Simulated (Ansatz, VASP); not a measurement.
WS2 in VASP and in Ansatz

```
W S
1.0
     3.18783    0.00000    0.00000
    -1.59391    2.76074    0.00000
     0.00000    0.00000   14.85713
W S
2 4
Cartesian
  0.0000 1.8405 3.7143
  1.5939 0.9202 11.1428
  0.0000 1.8405 9.5718
  1.5939 0.9202 2.1432
  0.0000 1.8405 12.7139
  1.5939 0.9202 5.2853
```

Alike in both runs: task single point; functional PBE; k mesh 10 × 10 × 2; collinear spin.

|  | VASP | Ansatz |
| --- | --- | --- |
| version | VASP 6.6.1 | Ansatz 0.2.0 |
| potentials or method | VASP PAW PBE potentials, release 64 (W_sv, S), cutoff 520 eV | scalar-relativistic, plane waves, PAW |
| occupations | tetrahedron | tetrahedron-uncorrected |
| valence electrons in the cell | 52 | 52 |

```csv
,VASP,Ansatz,Ansatz less VASP
gap on the k mesh at the Fermi level (eV),1.78,1.78,-0.007
pressure (GPa),0.0,0.0,+0.04
net moment per atom (μB),0.00,0.00,0.000
```

Ansatz's warnings: band table not solved further, seeded moment not kept, stability check not made.

Neither program's run includes spin-orbit coupling.
